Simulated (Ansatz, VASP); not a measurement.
One calculation of AlN, two programs

```
Al N
1.0
     0.00000    2.01887    2.01887
     2.01887    0.00000    2.01887
     2.01887    2.01887    0.00000
Al N
1 1
Direct
  0.00000 0.00000 0.00000
  0.50000 0.50000 0.50000
```

Alike in both runs: task single point; functional PBE-based screened hybrid; k mesh 6 × 6 × 6; no spin polarisation.

|  | VASP | Ansatz |
| --- | --- | --- |
| version | VASP 6.6.1 | Ansatz 0.2.0 |
| potentials or method | VASP PAW PBE potentials, release 64 (Al, N) | plane waves |
| plane-wave cutoff (eV) | 520 | 420 |
| occupations | gaussian, width 0.01 eV | fixed |
| valence electrons in the cell | 8 | 8 |

```tsv
	VASP	Ansatz	Ansatz less VASP
gap on the k mesh at the Fermi level (eV)	6.21	6.31	+0.103
pressure (GPa)	-3.9	-4.1	-0.23
```

VASP's potentials were made for PBE, not for PBE-based screened hybrid. Ansatz's warnings: stress exchange threshold loose, stress scf threshold loose.

The k mesh is coarse, so the values compare programs but aren't converged.
